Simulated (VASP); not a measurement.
Runs of VASP 6.6.1 on Rh. The structure is that of space group Cmcm (No. 63), or close to it. The cells are those of the table. 

| cell | further INCAR settings | gap on the mesh (eV) | pressure (GPa) | largest force (eV/Å) |
| --- | --- | --- | --- | --- |
| a = 2.609, b = 2.464, c = 9.620 Å, angles 90.0, 90.0, 122.0°, 4 atoms | ALGO = Fast; EDIFF = 1e-06; NBANDS = 38 | none | 17.3 | 0.07 |
| a = 2.268, b = 2.718, c = 9.302 Å, angles 90.0, 90.0, 114.7°, 4 atoms | ALGO = Fast; EDIFF = 1e-07; NBANDS = 38 | none | 30.7 | 0.40 |
| a = 2.949, b = 2.663, c = 8.032 Å, angles 90.0, 90.0, 123.6°, 4 atoms | ALGO = Fast; EDIFF = 1e-06; NBANDS = 38 | none | 11.6 | 0.77 |
| a = 2.852, b = 2.427, c = 9.302 Å, angles 90.0, 90.0, 126.0°, 4 atoms | ALGO = Fast; EDIFF = 1e-06; NBANDS = 38 | none | (a) | 0.36 |
| a = 2.511, b = 2.960, c = 7.714 Å, angles 90.0, 90.0, 115.1°, 4 atoms | ALGO = Fast; EDIFF = 1e-07; NBANDS = 38 | none | 26.2 | 1.08 |
| a = 2.803, b = 2.378, c = 9.620 Å, angles 90.0, 90.0, 126.1°, 4 atoms | ALGO = Fast; EDIFF = 1e-07; NBANDS = 38 | none | 34.1 | 0.22 |
| a = 3.096, b = 2.669, c = 7.714 Å, angles 90.0, 90.0, 125.4°, 4 atoms | ALGO = Fast; EDIFF = 1e-06; NBANDS = 38 | none | 22.4 | 1.67 |
| a = 2.901, b = 2.756, c = 7.714 Å, angles 90.0, 90.0, 121.8°, 4 atoms | ALGO = Fast; EDIFF = 1e-06; NBANDS = 38 | none | (b) | 0.47 |

Alike in all rows: task single point; level LDA; potentials or basis VASP PAW LDA potentials, release 64 (Rh_pv); no spin polarisation; k mesh 18 × 18 × 6; cutoff (eV) 520; smearing gaussian 0.15 eV.

Q: Estimate the missing entries.

A: (a) 24.2; (b) 15.4.

Caveats: the cell stands under pressure; forces of over 1 eV/Å act on the atoms, so gaps and moduli don't describe the material at rest (at least some runs).

A k mesh can miss the band edges, and the runs leave out spin-orbit coupling on Rh.

A gap of «none» marks levels without a gap at the run's occupations.
